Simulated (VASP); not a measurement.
HfSnO4:

```xyz
6
Lattice="3.5643 0.0000 0.0000 0.0000 3.5643 0.0000 0.0000 0.0000 5.3382" Properties=species:S:1:pos:R:3 pbc="T T T"
Sn    1.7821    1.7821    2.6691
Hf    0.0000    0.0000    0.0000
O     1.7821    0.0000    3.6533
O     0.0000    1.7821    4.3669
O     0.0000    1.7821    1.6849
O     1.7821    0.0000    0.9713
```

Base run:

| Quantity | Value |
| --- | --- |
| Program | VASP 6.6.1 |
| Functional | r2SCAN |
| Potentials or basis | VASP PAW PBE potentials, release 64 (Sn_d, Hf_pv, O) |
| Cutoff | 520 eV |
| k mesh | 8 × 8 × 6 |
| Occupations | gaussian, width 0.01 eV |
| Spin | no spin polarisation |

Its results: band gap on the k mesh 2.58 eV (least direct gap 2.76 eV); pressure -1.1 GPa; largest force 0.170 eV/Å.

Problem. The run is repeated on the same cell with these changes: functional from r2SCAN to PBE; occupations from gaussian, width 0.01 eV to fermi-dirac, width 0.02 eV. What comes out?

Solution. Band gap on the k mesh 2.01 eV (least direct gap 2.16 eV); pressure 5.8 GPa; largest force 0.387 eV/Å.

Caveats: spin-orbit coupling is left out, which moves the levels of the heavy elements; the PAW data sets were made with another functional, which shifts forces and pressure a little (at least some runs); the cell stands under pressure (at least some runs).

A k mesh can miss the band edges.
